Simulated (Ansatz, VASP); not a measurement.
BN: VASP beside Ansatz

```
CELL_PARAMETERS angstrom
2.62315 0.00000 0.00000
-1.31157 2.17036 0.00000
0.00000 0.00000 6.59240
ATOMIC_POSITIONS crystal
B 0.82712 0.00000 0.50000
B 0.50651 0.66667 0.00000
N 0.17234 0.00000 0.00000
N 0.49409 0.33333 0.50000
```

Change from the starting cell: mode 4 frozen in at -0.434 Å, normal strain along x +0.0467.

Alike in both runs: task single point; functional PBE; dispersion D3(BJ); k mesh 12 × 12 × 4; occupations methfessel-paxton of order 1, width 0.05 eV; no spin polarisation.

```csv
,VASP,Ansatz
version,VASP 6.6.1,Ansatz 0.2.0
potentials or method,"VASP PAW PBE potentials, release 64 (B, N), cutoff 520 eV","scalar-relativistic, plane waves, PAW"
valence electrons in the cell,16,16
```

Ansatz gave:

| Item | Value |
| --- | --- |
| gap on the k mesh at the Fermi level (eV) | 3.20 |
| least direct gap on the mesh (eV) | 3.56 |
| pressure (GPa) | -14.2 |
| traceless stress, the component that is largest in VASP (GPa) | -23.13 |
| rms of the force components (eV/Å) | 0.222 |

Problem. Estimate VASP's values.

Solution. gap on the k mesh at the Fermi level (eV): 3.19; least direct gap on the mesh (eV): 3.56; pressure (GPa): -14.2; traceless stress, the component that is largest in VASP (GPa): -23.09; rms of the force components (eV/Å): 0.224.

Atom by atom the forces differ by 0.001 eV/Å (rms over components).
